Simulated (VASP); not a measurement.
Wanted: the native input for a VASP 6.6.1 run.

* Task: single point
* Functional: PBE
* Potentials or basis: VASP PAW PBE potentials, release 64 (Dy_3, W_sv), 4f in core
* Cutoff: 500 eV
* k mesh: 6 × 6 × 6
* Occupations: gaussian, width 0.1 eV
* Spin: no spin polarisation
* Dipole correction: no
* Further INCAR settings: ALGO = Normal; EDIFF = 1e-06; NBANDS = 26

The structure of DyW2 lies in POSCAR:

```
DyW2
1.0
    0.0000000000      3.2078191263      3.2078191263
    3.2078191263      0.0000000000      3.2078191263
    3.2078191263      3.2078191263      0.0000000000
Dy W
1 2
Direct
    0.5000000000      0.5000000000      0.5000000000
    0.0000000000      0.0000000000      0.0000000000
    0.7500000000      0.7500000000      0.7500000000
```

The cell was generated, and may not be a known phase.

These files were run (other wordings do the same):

INCAR

```
SYSTEM = DyW2
PREC = Accurate
ENCUT = 500
EDIFF = 1E-6
ISMEAR = 0
SIGMA = 0.1
LREAL = .FALSE.
LASPH = .TRUE.
NELM = 200
ALGO = Normal
ISIF = 2
LWAVE = .FALSE.
LCHARG = .FALSE.
GGA = PE
NBANDS = 26
GGA_COMPAT = .FALSE.
LMAXMIX = 6
```

KPOINTS

```
regular mesh
0
G
  6 6 6
  0 0 0
```

Potentials or basis: VASP PAW PBE potentials, release 64 (Dy_3, W_sv), 4f in core.

Command:

```console
$ cat potpaw_PBE.64/Dy_3/POTCAR potpaw_PBE.64/W_sv/POTCAR > POTCAR
$ mpirun -np 1 vasp_std > vasp.out
```

It gave:

```json
{
 "Pressure": "0.5 GPa",
 "Band gap on the k mesh": "zero (an odd number of electrons rules out a gap without spin polarisation)"
}
```

Caveat: spin-orbit coupling is left out, which moves the levels of the heavy elements; the 4f electrons are frozen in the core, so they carry no moment and show no levels.

It took 18 s on 1 thread of Intel(R) Xeon(R) 6975P-C (Granite Rapids), with other jobs on the host, peak memory 0.21 GiB.
